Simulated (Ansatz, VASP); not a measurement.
One calculation of KF, two programs

```
K F
1.0
     0.00000    2.58172    2.77535
     2.49136    0.00000    2.77535
     2.49136    2.58172    0.00000
K F
1 1
Cartesian
  0.0000 0.0000 0.0000
  2.4914 2.5817 2.7753
```

Change from the starting cell: normal strain along x -0.0350, normal strain along z +0.0750.

Alike in both runs: task single point; functional LDA; k mesh 8 × 8 × 8; occupations gaussian, width 0.05 eV; no spin polarisation.

|  | VASP | Ansatz |
| --- | --- | --- |
| version | VASP 6.6.1 | Ansatz 0.2.0 |
| potentials or method | VASP PAW LDA potentials, release 64 (K_sv, F), cutoff 520 eV | scalar-relativistic, plane waves, PAW |
| valence electrons in the cell | 16 | 16 |

|  | VASP | Ansatz | Ansatz less VASP |
| --- | --- | --- | --- |
| gap on the k mesh at the Fermi level (eV) | 5.96 | 5.98 | +0.020 |
| least direct gap on the mesh (eV) | 5.96 | 5.98 | +0.020 |
| pressure (GPa) | -0.3 | -0.5 | -0.21 |
| traceless stress, the component that is largest in VASP (GPa) | -3.61 | -3.41 | +0.199 |

LDA's correlation is that of Perdew and Zunger in VASP and of Perdew and Wang (1992) in Ansatz.
